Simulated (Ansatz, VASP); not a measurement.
# Two plane-wave programs on LiH

File INCAR:

```
SYSTEM = LiH
ALGO     = Normal         ! electronic algorithm
EDIFF    = 1E-6           ! SCF threshold, eV
EDIFFG   = -0.01          ! ionic threshold
ENCUT    = 600            ! plane-wave cutoff, eV
GGA      = PE             ! functional
IBRION   = 2              ! ionic algorithm
ISIF     = 3              ! what is computed and relaxed
ISMEAR   = 0              ! smearing method
IVDW     = 13             ! dispersion correction
LASPH    = .True.         ! aspherical terms in the spheres
LCHARG   = .False.        ! write CHGCAR
LREAL    = .False.        ! projectors in reciprocal space
LWAVE    = .False.        ! write WAVECAR
NELM     = 100            ! most SCF steps
NSW      = 80             ! ionic steps
PREC     = Accurate       ! precision mode
SIGMA    = 0.01           ! smearing width, eV
```

File KPOINTS:

```
k-points
0
Gamma
  8 8 8
  0 0 0
```

Contents of POSCAR:

```
LiH
1.0
    0.0000000000      2.0367500000      2.0367500000
    2.0367500000      0.0000000000      2.0367500000
    2.0367500000      2.0367500000      0.0000000000
Li H
1 1
Direct
    0.0000000000      0.0000000000      0.0000000000
    0.5000000000      0.5000000000      0.5000000000
```

Input for Ansatz:

```yaml
crystal:
  lattice:
    - [0.0, 2.03675, 2.03675]
    - [2.03675, 0.0, 2.03675]
    - [2.03675, 2.03675, 0.0]
  atoms:
    - { symbol: Li, position: [0.0, 0.0, 0.0] }
    - { symbol: H, position: [0.5, 0.5, 0.5] }
kpoints:
  mp_grid:
    grid: [8, 8, 8]
hamiltonian:
  xc: pbe
  dispersion: d4
scf:
  occupations:
    method: fixed
relax:
  cell: {}
```

Alike in both runs: task relaxation of cell and atoms; functional PBE; dispersion D4; k mesh 8 × 8 × 8; no spin polarisation.

|  | VASP | Ansatz |
| --- | --- | --- |
| version | VASP 6.6.1 | Ansatz 0.2.0 |
| potentials or method | VASP PAW PBE potentials, release 64 (Li_sv, H) | plane waves, PAW |
| plane-wave cutoff (eV) | 600 | 420 |
| occupations | gaussian, width 0.01 eV | fixed |
| valence electrons in the cell | 4 | 4 |

VASP gave:

- relaxed volume (Å³/atom): 7.70
- relaxed cell length with the largest relative difference (Å): 2.793

Question: Which values does Ansatz return?

Answer: Relaxed volume (Å³/atom): 7.77; relaxed cell length with the largest relative difference (Å): 2.801.

Noted on VASP's run: the cutoff is short for stress, so the pressure is rough.
